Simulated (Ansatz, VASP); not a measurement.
# One calculation of TiSnTe3, two programs

```
Ti Sn Te
1.0
     6.17699    0.00000    0.00000
    -3.08849    5.34943    0.00000
     0.00000    0.00000    5.47237
Ti Sn Te
1 1 3
Direct
  0.00000 0.00000 0.00000
  0.00000 0.00000 0.50000
  0.50000 0.00000 0.00000
  0.00000 0.50000 0.00000
  0.50000 0.50000 0.00000
```

Alike in both runs: functional PBE; k mesh 6 × 6 × 8; occupations gaussian, width 0.1 eV; collinear spin.

Ansatz relaxed the structure, and its values are those at the end. VASP's run is a single point on that final structure, the one shown.

```csv
,VASP,Ansatz
version,VASP 6.6.1,Ansatz 0.2.0
potentials or method,"VASP PAW PBE potentials, release 64 (Ti_sv, Sn_d, Te), cutoff 500 eV","scalar-relativistic, plane waves, PAW"
valence electrons in the cell,44,74
```

Ansatz gave:

* gap on the k mesh at the Fermi level (eV): none
* pressure (GPa): 0.0
* net moment per atom (μB): 0.05
* size of the moment on the site where the two differ most (μB): 0.14

Task: What did VASP give for the same quantities?

Result: gap on the k mesh at the Fermi level (eV): none; pressure (GPa): 0.0; net moment per atom (μB): 0.00; size of the moment on the site where the two differ most (μB): 0.01.

Site moments also hang on the region over which each program counts them. A gap of «none» marks a metal or a gap that the smearing closes. VASP's potentials hold 44 valence electrons a cell and Ansatz's 74, so a difference there can come from the potentials and not from the codes.

Spin-orbit coupling is off throughout.
